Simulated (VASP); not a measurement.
# H8C3S2 in VASP: single point with PBE+D3(BJ)

Aim: the single point of H8C3S2 with PBE+D3(BJ).

All numbers are computed with VASP 6.6.1; they aren't measurements. Logs are shortened: lines on timing, memory, paths and dates and some standing lists are left out, and cuts for length are marked.

## (1) The cell of the first run

The cell holds a disordered packing, 39 atoms: a = 8.482 Å, b = 8.482 Å, c = 8.482 Å, α = 90.00°, β = 90.00°, γ = 90.00°.

## (2) Single point, PBE+D3(BJ)

Contents of INCAR:

```
SYSTEM = H8C3S2
PREC = Accurate
ENCUT = 1000
EDIFF = 1E-6
ISMEAR = -1
SIGMA = 0.05
LREAL = Auto
LASPH = .TRUE.
NELM = 120
ALGO = Normal
ISIF = 2
LWAVE = .FALSE.
LCHARG = .FALSE.
GGA = PE
IVDW = 12
NBANDS = 73
GGA_COMPAT = .FALSE.
```

Contents of KPOINTS:

```
Automatic mesh
0
G
  1 1 1
  0 0 0
```

Contents of POSCAR:

```
H8C3S2
1.0
    8.4818530000      0.0000000000      0.0000000000
    0.0000000000      8.4818530000      0.0000000000
    0.0000000000      0.0000000000      8.4818530000
S C H
6 9 24
Direct
   -0.1158364198      0.5655695484      0.0156066551
    0.1165670495      0.2968500511     -0.0786256433
    0.3707058720      1.0340183635      0.6051149058
    0.1410016701      0.8569576488      0.8319789878
    0.6173979639      0.2067751235      0.9346509250
    0.4517918658      0.5278588274      0.8633835907
    0.0006608700      0.4305772921     -0.0305013634
    0.2554417695      0.9447826102      0.7175362698
    0.5354679590      0.3675060662      0.8984243763
    0.3661377016      0.9027893843      0.1910583640
    0.8712580229      0.2300525607      0.5520673919
    0.0680575973      0.6192475559      0.4797834923
    0.8795935591      0.9865297990      0.1997585838
    0.3906909352      0.3696084273      0.3076895293
    0.6368755616      0.6784276196      0.4671934360
    0.3674042912      0.7916057114      0.1254083375
    0.4872174691      0.9418003648      0.2130398138
    0.3056067667      0.8850882781      0.3037361129
    0.3035265114      0.9924512161      0.1224890888
    0.8532860555      0.1206204062      0.6188418530
    0.9848788591      0.2245423883      0.4897547435
    0.8718711630      0.3307929071      0.6334260003
    0.7753450912      0.2443779578      0.4664606522
   -0.0335944713      0.6323028999      0.5584339134
    0.0370544658      0.5420330575      0.3794329557
    0.1667759566      0.5664097552      0.5460791710
    0.1018954554      0.7365709919      0.4350426062
    1.0080104190      0.9753423792      0.2045315917
    0.8479896195      1.1111325720      0.1874888991
    0.8280036750      0.9393742437      0.3082025382
    0.8345160640      0.9204412796      0.0982458175
    0.3880949709      0.3805418013      0.4364262292
    0.3436398915      0.2541525033      0.2729472036
    0.5126707246      0.3813637496      0.2661991390
    0.3182815272      0.4631462763      0.2549269052
    0.6877310096      0.7779143657      0.5324943149
    0.6645553167      0.5679687239      0.5283602081
    0.6874007182      0.6748592720      0.3484340695
    0.5087326722      0.6928637210      0.4594634343
```

Potentials or basis: VASP PAW PBE potentials, release 64 (S, C_h, H_h).

On the command line:

```
$ cat potpaw_PBE.64/S/POTCAR potpaw_PBE.64/C_h/POTCAR potpaw_PBE.64/H_h/POTCAR > POTCAR
$ mpirun -np 1 vasp_gam > vasp.out
```

OUTCAR:

```text
SYSTEM = H8C3S2
   PREC = Accurate
   ENCUT = 1000
   EDIFF = 1E-6
   ISMEAR = -1
   LREAL = Auto
   LASPH = .TRUE.
   NELM = 120
   ISIF = 2
   GGA = PE
   IVDW = 12
 IVDW          = 12

 ion  position               nearest neighbor table
   1  0.884  0.566  0.016-   7 1.56
   2  0.117  0.297  0.921-   7 1.56
   3  0.371  0.034  0.605-   8 1.56
   4  0.141  0.857  0.832-   8 1.56
   5  0.617  0.207  0.935-   9 1.56
   6  0.452  0.528  0.863-   9 1.56
   7  0.001  0.431  0.969-   2 1.56   1 1.56
   8  0.255  0.945  0.718-   3 1.56   4 1.56
   9  0.535  0.368  0.898-   5 1.56   6 1.56
  10  0.366  0.903  0.191-  19 1.09  17 1.09  16 1.10  18 1.10
  11  0.871  0.230  0.552-  23 1.10  20 1.10  22 1.10  21 1.10
  12  0.068  0.619  0.480-  24 1.10  27 1.10  26 1.10  25 1.11
  13  0.880  0.987  0.200-  28 1.09  30 1.09  29 1.10  31 1.10
  14  0.391  0.370  0.308-  32 1.10  34 1.10  33 1.10  35 1.10
  15  0.637  0.678  0.467-  38 1.10  39 1.10  37 1.10  36 1.10
  16  0.367  0.792  0.125-  10 1.10
  17  0.487  0.942  0.213-  10 1.09
  18  0.306  0.885  0.304-  10 1.10
  19  0.304  0.992  0.122-  10 1.09
  20  0.853  0.121  0.619-  11 1.10
  21  0.985  0.225  0.490-  11 1.10
[... 16 lines left out ...]
  38  0.687  0.675  0.348-  15 1.10
  39  0.509  0.693  0.459-  15 1.10

  LATTYP: Found a simple cubic cell.
 ALAT       =     8.4818530000

  Lattice vectors:

 A1 = (   8.4818530000,   0.0000000000,   0.0000000000)
 A2 = (   0.0000000000,   8.4818530000,   0.0000000000)
 A3 = (   0.0000000000,   0.0000000000,   8.4818530000)

Analysis of symmetry for initial positions (statically):
=====================================================================
 Subroutine PRICEL returns:
 Original cell was already a primitive cell.

 Routine SETGRP: Setting up the symmetry group for a
 simple cubic supercell.

 Subroutine GETGRP returns: Found  1 space group operations
 (whereof  1 operations were pure point group operations)
 out of a pool of 48 trial point group operations.

The static configuration has the point symmetry C_1 .

Analysis of symmetry for dynamics (positions and initial velocities):
=====================================================================
 Subroutine PRICEL returns:
 Original cell was already a primitive cell.

 Routine SETGRP: Setting up the symmetry group for a
 simple cubic supercell.

 Subroutine GETGRP returns: Found  1 space group operations
 (whereof  1 operations were pure point group operations)
 out of a pool of 48 trial point group operations.

The dynamic configuration has the point symmetry C_1 .

 Subroutine INISYM returns: Found  1 space group operations
 (whereof  1 operations are pure point group operations),
 and found     1 'primitive' translations

----------------------------------------------------------------------------------------

                                     Primitive cell

  volume of cell :     610.2000

  direct lattice vectors                    reciprocal lattice vectors
     8.481853000  0.000000000  0.000000000     0.117898766  0.000000000  0.000000000
     0.000000000  8.481853000  0.000000000     0.000000000  0.117898766  0.000000000
     0.000000000  0.000000000  8.481853000     0.000000000  0.000000000  0.117898766

  length of vectors
     8.481853000  8.481853000  8.481853000     0.117898766  0.117898766  0.117898766

  position of ions in fractional coordinates (direct lattice)
     0.884163580  0.565569548  0.015606655
     0.116567049  0.296850051  0.921374357
     0.370705872  0.034018364  0.605114906
     0.141001670  0.856957649  0.831978988
     0.617397964  0.206775124  0.934650925
     0.451791866  0.527858827  0.863383591
[... 31 lines left out ...]
     0.687400718  0.674859272  0.348434070
     0.508732672  0.692863721  0.459463434

  ion indices of the primitive-cell ions
   primitive index   ion index
                 1           1
                 2           2
                 3           3
                 4           4
                 5           5
                 6           6
[... 31 lines left out ...]
                38          38
                39          39

----------------------------------------------------------------------------------------

 KPOINTS: Automatic mesh

Automatic generation of k-mesh.
 Grid dimensions read from file:
 generate k-points for:    1    1    1

 Generating k-lattice:

  Cartesian coordinates                     Fractional coordinates (reciprocal lattice)
     0.117898766  0.000000000  0.000000000     1.000000000  0.000000000  0.000000000
     0.000000000  0.117898766  0.000000000     0.000000000  1.000000000  0.000000000
     0.000000000  0.000000000  0.117898766     0.000000000  0.000000000  1.000000000

  Length of vectors
     0.117898766  0.117898766  0.117898766

  Shift w.r.t. Gamma in fractional coordinates (k-lattice)
     0.000000000  0.000000000  0.000000000

 Subroutine IBZKPT returns following result:
 ===========================================

 Found      1 irreducible k-points:

 Following reciprocal coordinates:
            Coordinates               Weight
  0.000000  0.000000  0.000000      1.000000
   k-points           NKPTS =      1   k-points in BZ     NKDIM =      1   number of bands    NBANDS=     73
   number of dos      NEDOS =    301   number of ions     NIONS =     39
   total plane-waves  NPLWV = 729000
   dimension x,y,z NGX =    90 NGY =   90 NGZ =   90
   dimension x,y,z NGXF=   180 NGYF=  180 NGZF=  180
   ions per type =               6   9  24
   NGX,Y,Z   is equivalent  to a cutoff of  17.64, 17.64, 17.64 a.u.
   NGXF,Y,Z  is equivalent  to a cutoff of  35.28, 35.28, 35.28 a.u.
 SYSTEM =  H8C3S2
   PREC   = accura    normal or accurate (medium, high low for compatibility)
   ISTART =      0    job   : 0-new  1-cont  2-samecut
   ICHARG =      2    charge: 1-file 2-atom 10-const
   ISPIN  =      1    spin polarized calculation?
   LNONCOLLINEAR =      F non collinear calculations
   LSORBIT =      F    spin-orbit coupling
   LASPH  =      T    aspherical Exc in radial PAW
   ENCUT  = 1000.0 eV  73.50 Ry    8.57 a.u.  21.87 21.87 21.87*2*pi/ulx,y,z
   NELM   =    120;   NELMIN=  2; NELMDL= -5     # of ELM steps
   EDIFF  = 0.1E-05   stopping-criterion for ELM
   LREAL  =      T    real-space projection
   EDIFFG = 0.1E-04   stopping-criterion for IOM
   NSW    =      0    number of steps for IOM
   IBRION =     -1    ionic relax: 0-MD 1-quasi-New 2-CG
   NFREE  =      0    steps in history (QN), initial steepest desc. (CG)
   ISIF   =      2    stress and relaxation
   ISYM   =      2    0-nonsym 1-usesym 2-fastsym
   POTIM  = 0.5000    time-step for ionic-motion
   TEBEG  =    0.0;   TEEND  =   0.0 temperature during run
   PSTRESS=    0.0 pullay stress
   NELECT =      96.0000    total number of electrons
   NUPDOWN=      -1.0000    fix difference up-down
   EMIN   =  10.00;   EMAX   =-10.00  energy-range for DOS
   EFERMI =   0.00;   METHOD = LEGACY
   ISMEAR =    -1;   SIGMA  =   0.05  broadening in eV -4-tet -1-fermi 0-gaus
   EFERMI_NEDOS =   21; number of points for ismear=-14 and -15
   IALGO  =     38    algorithm
   IMIX   =      4    mixing-type and parameters
     AMIX     =   0.40;   BMIX     =  1.00
     AMIX_MAG =   1.60;   BMIX_MAG =  1.00
  volume/ion in A,a.u.               =      15.65       105.59
  Fermi-wavevector in a.u.,A,eV,Ry     =   0.883774  1.670090 10.626916  0.781056
  Thomas-Fermi vector in A             =   2.004585
   LORBIT       =      0    0 simple, 1 ext, 2 COOP (PROOUT), +10 PAW based schemes
   GGA     = PE    functional components
   LHFCALC =     F    Hartree Fock is set to
   AEXX    =    0.0000 exact exchange contribution
   IVDW    =    12    specifies the selected vdW correction
   LEPSILON=     F    determine dielectric tensor
   LRPA    =     F    only Hartree local field effects (RPA)
 non-spin polarized calculation
  energy-cutoff  :     1000.00
  volume of cell :      610.20
 maximum number of plane-waves:     21910
 NGX is ok and might be reduce to    90
   NGX = 43   NGY = 43   NGZ = 43

 number of electron      95.9999999 magnetization

 Free energy of the ion-electron system (eV)
  ---------------------------------------------------
  ext. energy  EPLUGINS =         0.00000000
  ---------------------------------------------------
  free energy    TOTEN  =      -194.23873125 eV

  energy without entropy =     -194.23873125  energy(sigma->0) =     -194.23873125

 E-fermi :  -1.6013     XC(G=0):  -6.3438

 val. band max:       -2.8376559013   @ k =   0.0000   0.0000   0.0000
 cond. band min:       0.6932332133   @ k =   0.0000   0.0000   0.0000
 fundamental gap:      3.5308891146
 Fermi energy:        -1.6012628042

 k-point     1 :       0.0000    0.0000    0.0000
  band No.  band energies     occupation
      1     -17.6702      2.00000
      2     -17.5997      2.00000
      3     -17.5391      2.00000
      4     -15.4990      2.00000
      5     -15.4831      2.00000
      6     -15.4269      2.00000
[... 52 lines left out ...]
     59       4.3975      0.00000
     60       4.5925      0.00000
 [bands above 60 left out]

------------------------ aborting loop because EDIFF is reached ----------------------------------------

 Edisp (eV)   -2.02286

 E8    (eV) :    -0.5499

  FORCE on cell =-STRESS in cart. coord.  units (eV):
  Direction    XX          YY          ZZ          XY          YZ          ZX
  --------------------------------------------------------------------------------------
  -------------------------------------------------------------------------------------
  Total      -1.93619    -2.66857    -1.12871     0.66727     0.54553     0.23474
  in kB      -5.08377    -7.00675    -2.96361     1.75202     1.43239     0.61635
  external pressure =       -5.02 kB  Pullay stress =        0.00 kB

 VOLUME and BASIS-vectors are now :
 -----------------------------------------------------------------------------
  energy-cutoff  :     1000.00
  volume of cell :      610.20
      direct lattice vectors                 reciprocal lattice vectors
     8.481853000  0.000000000  0.000000000     0.117898766  0.000000000  0.000000000
     0.000000000  8.481853000  0.000000000     0.000000000  0.117898766  0.000000000
     0.000000000  0.000000000  8.481853000     0.000000000  0.000000000  0.117898766

 POSITION                                       TOTAL-FORCE (eV/Angst)
 -----------------------------------------------------------------------------------
      7.49935      4.79708      0.13237         0.145478     -0.162264     -0.071008
      0.98870      2.51784      7.81496        -0.162875      0.153279      0.049617
      3.14427      0.28854      5.13250        -0.217235     -0.174249      0.221591
      1.19596      7.26859      7.05672         0.190757      0.156222     -0.216656
      5.23668      1.75384      7.92757        -0.172023      0.323195     -0.097960
      3.83203      4.47722      7.32309         0.171306     -0.322641      0.068350
[... 31 lines left out ...]
      5.83043      5.72406      2.95537        -0.010320      0.002000     -0.007595
      4.31500      5.87677      3.89710         0.075951     -0.005876      0.000318
 -----------------------------------------------------------------------------------
    total drift:                               -0.001820     -0.009576      0.012615

  FREE ENERGIE OF THE ION-ELECTRON SYSTEM (eV)
  ---------------------------------------------------
  free  energy   TOTEN  =      -196.2615892674 eV

  energy  without entropy=     -196.2615892674  energy(sigma->0) =     -196.26158927
```

It took 4.9 min on 1 thread of Intel Xeon Platinum 8375C at 2.90GHz (Ice Lake), shared host; peak memory 1.2 GiB.

Results:

| Item | Value |
| --- | --- |
| Free energy | -196.2616 eV |
| Pressure | -0.5 GPa |
| Largest force | 0.379 eV/Å |
| Band gap on the k mesh | 3.53 eV |
| Dispersion energy per atom | -0.052 eV |

Forces in eV/Å, atoms in the order of the input:
```
S    0.145 -0.162 -0.071
S   -0.163  0.153  0.050
S   -0.217 -0.174  0.222
S    0.191  0.156 -0.217
S   -0.172  0.323 -0.098
S    0.171 -0.323  0.068
C   -0.075  0.012  0.008
C    0.031  0.032 -0.015
C    0.068  0.008  0.029
C    0.000 -0.002  0.014
C    0.061  0.030  0.013
C    0.129 -0.080 -0.132
C    0.008  0.007 -0.010
C   -0.026  0.008 -0.037
C   -0.029  0.008  0.055
H    0.006  0.006  0.000
H   -0.015 -0.005 -0.002
H    0.012  0.001 -0.011
H    0.010 -0.004 -0.005
H    0.021  0.078 -0.028
H   -0.142  0.011  0.061
H   -0.004 -0.114 -0.066
H    0.048 -0.002  0.020
H    0.032 -0.039 -0.061
H    0.058  0.205  0.277
H   -0.191  0.142 -0.167
H   -0.015 -0.238  0.082
H   -0.010 -0.002 -0.006
H    0.012 -0.016  0.000
H   -0.002 -0.001  0.002
H    0.007  0.018  0.008
H   -0.021  0.004 -0.047
H    0.050  0.093  0.021
H   -0.074 -0.030  0.016
H    0.079 -0.091  0.070
H   -0.032 -0.052 -0.025
H   -0.019  0.046 -0.011
H   -0.010  0.002 -0.008
H    0.076 -0.006  0.000
```

Stress tensor (GPa, compression positive):
```
-0.51  0.18  0.06
 0.18 -0.70  0.14
 0.06  0.14 -0.30
```

Caveat: the k points lie up to 0.74 Å⁻¹ apart.
